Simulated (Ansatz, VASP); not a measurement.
**One calculation of Os, two programs**

```
Os
1.0
    -1.57210    1.57210    1.57210
     1.57210   -1.57210    1.57210
     1.57210    1.57210   -1.57210
Os
1
Direct
  0.00000 0.00000 0.00000
```

Alike in both runs: task relaxation of cell and atoms; functional PBE; k mesh 8 × 8 × 8; occupations gaussian, width 0.1 eV; no spin polarisation.

|  | VASP | Ansatz |
| --- | --- | --- |
| version | VASP 6.6.1 | Ansatz 0.2.0 |
| potentials or method | VASP PAW PBE potentials, release 64 (Os), cutoff 600 eV | scalar-relativistic, plane waves, PAW |
| valence electrons in the cell | 8 | 16 |

|  | VASP | Ansatz | Ansatz less VASP |
| --- | --- | --- | --- |
| gap on the k mesh at the Fermi level, each at its own relaxed structure (eV) | none | none | - |
| relaxed volume (Å³/atom) | 14.79 | 14.75 | -0.040 |
| relaxed cell length with the largest relative difference (Å) | 2.678 | 2.676 | -0.0024 |

A gap of «none» marks a metal or a gap that the smearing closes. VASP's potentials hold 8 valence electrons a cell and Ansatz's 16, so a difference there can come from the potentials and not from the codes.

Neither program's run includes spin-orbit coupling.
